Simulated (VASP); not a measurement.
Input of a VASP 6.6.1 run:

INCAR

```
PREC = Accurate ; ENCUT = 520
EDIFF = 1E-6 ; ISMEAR = -1
SIGMA = 0.05 ; LREAL = False
LASPH = True ; NELM = 100
ALGO = Normal ; ISIF = 2
LWAVE = False ; LCHARG = False
GGA = CA ; NBANDS = 18
```

Contents of KPOINTS:

```
regular mesh
0
Gamma
  14 14 14
```

File POSCAR:

```
CdAg
1.0
    1.4672486749      0.8471164174      4.6686388070
   -1.4672486749      0.8471164174      4.6686388070
    0.0000000000     -1.6942328348      4.6686388070
Cd Ag
1 1
Direct
    0.5000000000      0.5000000000      0.5000000000
    0.0000000000      0.0000000000      0.0000000000
```

Potentials or basis: VASP PAW LDA potentials, release 64 (Cd, Ag).

Run with:

```console
$ cat potpaw_LDA.64/Cd/POTCAR potpaw_LDA.64/Ag/POTCAR > POTCAR
$ mpirun -np 1 vasp_std > vasp.out
```

Q: Predict the pressure.

A: 0.8 GPa.

Stress tensor (GPa, compression positive):
```
0.68 0.00 0.00
0.00 0.68 0.00
0.00 0.00 0.91
```
